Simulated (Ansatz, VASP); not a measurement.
# One calculation of ZnS, two programs

File POSCAR:

```
ZnS
1.0
    3.7376082103      0.0378129430      0.0695642031
   -1.8360571359      3.2058767204      0.0179532505
    0.2278346091      0.1994367094     11.9867779211
Zn S
4 4
Direct
   -0.0309490185     -0.0159319851      0.0137491933
    0.0275286549      0.0232139677      0.4833136877
    0.3469228155      0.7517114952      0.2209787892
    0.5788887119      0.1691451795      0.7745729409
   -0.0390853838     -0.0534383980      0.2100591064
    0.0192086110      0.0025832217      0.6996843861
    0.2749185393      0.7362676747      0.4187502046
    0.8225670697      0.3864488443      0.9288916919
```

Contents of INCAR.step1:

```
PREC = Accurate
ENCUT = 520
ISMEAR = 0
SIGMA = 0.05
LREAL = F
LASPH = T
NELM = 80
NBANDS = 46
GGA = PE
ALGO = Normal
EDIFF = 1E-4
LWAVE = T
LCHARG = F
```

The input INCAR.step2:

```
PREC = Accurate
ENCUT = 520
EDIFF = 1E-6
ISMEAR = 0
SIGMA = 0.05
LREAL = F
LASPH = T
NELM = 80
ALGO = Normal
ISIF = 2
LWAVE = F
LCHARG = F
METAGGA = R2SCAN
LMIXTAU = T
NBANDS = 46
ISTART = 1
```

The input KPOINTS:

```
regular mesh
0
Gamma
  6 6 2
```

Input for Ansatz:

```yaml
crystal:
  lattice:
    - [3.7376082103, 0.037812943, 0.0695642031]
    - [-1.8360571359, 3.2058767204, 0.0179532505]
    - [0.2278346091, 0.1994367094, 11.9867779211]
  atoms:
    - { symbol: Zn, position: [-0.0309490185, -0.0159319851, 0.0137491933] }
    - { symbol: Zn, position: [0.0275286549, 0.0232139677, 0.4833136877] }
    - { symbol: Zn, position: [0.3469228155, 0.7517114952, 0.2209787892] }
    - { symbol: Zn, position: [0.5788887119, 0.1691451795, 0.7745729409] }
    - { symbol: S, position: [-0.0390853838, -0.053438398, 0.2100591064] }
    - { symbol: S, position: [0.019208611, 0.0025832217, 0.6996843861] }
    - { symbol: S, position: [0.2749185393, 0.7362676747, 0.4187502046] }
    - { symbol: S, position: [0.8225670697, 0.3864488443, 0.9288916919] }
basis:
  ecutwfc: 500
kpoints:
  mp_grid: { grid: [6, 6, 2] }
hamiltonian:
  xc: r2scan
scf:
  occupations: { method: gaussian, width: 0.05 }
output:
  forces: true
  stress: true
  eigenvalues: true
```

Change from the starting cell: all atoms moved at random (sigma 0.22 Å a component), cell strained at random (sigma 0.05).

Alike in both runs: task single point; functional r2SCAN; k mesh 6 × 6 × 2; occupations gaussian, width 0.05 eV; no spin polarisation.

|  | VASP | Ansatz |
| --- | --- | --- |
| version | VASP 6.6.1 | Ansatz 0.2.0 |
| potentials or method | VASP PAW PBE potentials, release 64 (Zn, S), cutoff 520 eV | scalar-relativistic, plane waves, PAW |
| valence electrons in the cell | 72 | 72 |

|  | VASP | Ansatz | Ansatz less VASP |
| --- | --- | --- | --- |
| gap on the k mesh at the Fermi level (eV) | 1.48 | 1.49 | +0.013 |
| least direct gap on the mesh (eV) | 1.76 | 1.76 | +0.003 |
| pressure (GPa) | 18.8 | 18.5 | -0.26 |
| traceless stress, the component that is largest in VASP (GPa) | 15.37 | 15.14 | -0.232 |
| rms of the force components (eV/Å) | 2.963 | 2.920 | -0.0427 |

VASP's potentials were made for PBE, not for r2SCAN. Atom by atom the forces differ by 0.045 eV/Å (rms over components). The functional is the same, so the differences come from potentials, cutoffs and numerics.
